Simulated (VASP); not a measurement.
Write the native input for VASP 6.6.1 that does the following.

```
Task                   : single point
Functional             : PBE
Potentials or basis    : VASP PAW PBE potentials, release 64 (Pd)
Cutoff                 : 520 eV
k mesh                 : 49 × 49 × 49
Occupations            : fermi-dirac, width 0.0612256 eV
Spin                   : no spin polarisation
Dipole correction      : no
Further INCAR settings : ALGO = Normal; EDIFF = 1e-06; NBANDS = 11
```

The structure of Pd lies in POSCAR:

```
Pd
1.0
   -1.5366995715      1.5366995715      1.5366995715
    1.5366995715     -1.5366995715      1.5366995715
    1.5366995715      1.5366995715     -1.5366995715
Pd
1
Direct
    0.0000000000      0.0000000000      0.0000000000
```

This isn't the form of Pd at room conditions, which is fcc.

These files were run (other wordings do the same):

INCAR

```
SYSTEM = Pd
PREC = Accurate
ENCUT = 520
EDIFF = 1E-6
ISMEAR = -1
SIGMA = 0.06122561905347299
LREAL = .False.
LASPH = .True.
NELM = 80
ALGO = Normal
ISIF = 2
LWAVE = .False.
LCHARG = .False.
GGA = PE
NBANDS = 11
```

KPOINTS

```
regular mesh
0
Gamma
  49 49 49
  0 0 0
```

Potentials or basis: VASP PAW PBE potentials, release 64 (Pd).

Launch:

```bash
$ cat potpaw_PBE.64/Pd/POTCAR > POTCAR
$ mpirun -np 1 vasp_std > vasp.out
```

Results of the run:

* Pressure: 11.7 GPa
* Band gap on the k mesh: zero (bands 5 and 6 overlap by 1.74 eV)

Caveat: the cell stands under pressure.

Wall time 2.3 min on 1 thread of Intel(R) Xeon(R) 6975P-C (Granite Rapids) (shared host), peak memory 0.54 GiB.
